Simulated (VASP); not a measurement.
# BaTe: single point with HSE06

BaTe:

```
Ba Te
1.0
     4.24482    0.00000    0.00000
     0.00000    4.24482    0.00000
     0.00000    0.00000    4.24482
Ba Te
1 1
Direct
  0.00000 0.00000 0.00000
  0.50000 0.50000 0.50000
```

```yaml
Program: VASP 6.6.1
Task: single point
Functional: HSE06
Potentials_or_basis: VASP PAW PBE potentials, release 64 (Ba_sv, Te)
Cutoff: 520 eV
k_mesh: 4 × 4 × 4
Occupations: gaussian, width 0.01 eV
Spin: no spin polarisation
```

| Quantity | Value |
| --- | --- |
| Pressure | 0.0 GPa |
| Band gap on the k mesh | 1.44 eV, indirect (least direct gap 1.65 eV) |

Levels at points of the mesh, in eV from the valence-band top:
| k point | band 5 | band 6 | band 7 | band 8 | band 9 | band 10 | band 11 | band 12 |
| --- | --- | --- | --- | --- | --- | --- | --- | --- |
| (0.00, 0.00, 0.00) | -11.35 | -0.43 | -0.43 | -0.43 | 1.44 | 1.44 | 3.13 | 5.48 |
| (0.50, 0.00, 0.00) | -10.45 | -3.72 | -0.93 | -0.93 | 2.38 | 5.54 | 5.75 | 5.95 |
| (0.50, 0.50, 0.00) | -10.71 | -2.29 | -2.29 | 0.00 | 1.65 | 3.27 | 3.69 | 3.69 |
| (0.50, 0.50, 0.50) | -10.26 | -3.20 | -3.20 | -3.20 | 5.52 | 5.52 | 5.52 | 7.41 |

Wall time 7.8 min on 1 thread of Intel(R) Xeon(R) Platinum 8375C CPU @ 2.90GHz (Ice Lake) (shared host), peak memory 0.29 GiB.

Caveat: the PAW data sets were made with another functional, which shifts forces and pressure a little; spin-orbit coupling is left out, which moves the levels of the heavy elements. A k mesh can miss the band edges.
